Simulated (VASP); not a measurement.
## AgPt3: electric field gradients with LDA

AgPt3:

```
Ag Pt
1.0
     3.90000    0.00000    0.00000
     0.00000    3.90000    0.00000
     0.00000    0.00000    3.93900
Ag Pt
1 3
Direct
  0.00000 0.00000 0.00000
  0.00000 0.50000 0.50000
  0.50000 0.00000 0.50000
  0.50000 0.50000 0.00000
```

This cell differs from its parent crystal: zz strain of +1 %.

| Item | Value |
| --- | --- |
| Program | VASP 6.6.1 |
| Task | electric field gradients |
| Functional | LDA |
| Potentials or basis | VASP PAW LDA potentials, release 64 (Ag, Pt) |
| Cutoff | 520 eV |
| k mesh | 9 × 9 × 9 |
| Occupations | fermi-dirac, width 0.08 eV |
| Spin | no spin polarisation |
| Dipole correction | no |
| Further INCAR settings | ALGO = Normal; EDIFF = 1e-08; NBANDS = 28 |

| Property | Result |
| --- | --- |
| Pressure | 0.2 GPa |

Stress tensor (GPa, compression positive):
```
 0.61  0.00  0.00
 0.00  0.61  0.00
 0.00  0.00 -0.50
```

Levels at points of the mesh, in eV from the Fermi level:
| k point | band 19 | band 20 | band 21 | band 22 | band 23 | band 24 |
| --- | --- | --- | --- | --- | --- | --- |
| (0.00, 0.00, 0.00) | 0.73 | 0.73 | 0.81 | 1.83 | 2.03 | 2.03 |

Electric field gradients, principal values (V/Å²):
| atom | least | middle | greatest (by size) |
| --- | --- | --- | --- |
| 1 Ag | -0.664 | -0.664 | 1.327 |
| 2 Pt | 5.985 | 10.652 | -16.636 |
| 3 Pt | 5.985 | 10.652 | -16.636 |
| 4 Pt | 5.240 | 5.240 | -10.481 |

It took 54 s on 1 thread of Intel(R) Xeon(R) Platinum 8559C (Emerald Rapids), with other jobs on the host, peak memory 0.22 GiB.

Caveat: the cell differs from its parent crystal (zz strain of +1 %); without QUAD_EFG the Cq values of the log hold for a quadrupole moment of 1 mb, not for the nuclei; spin-orbit coupling is left out, which moves the levels of the heavy elements.
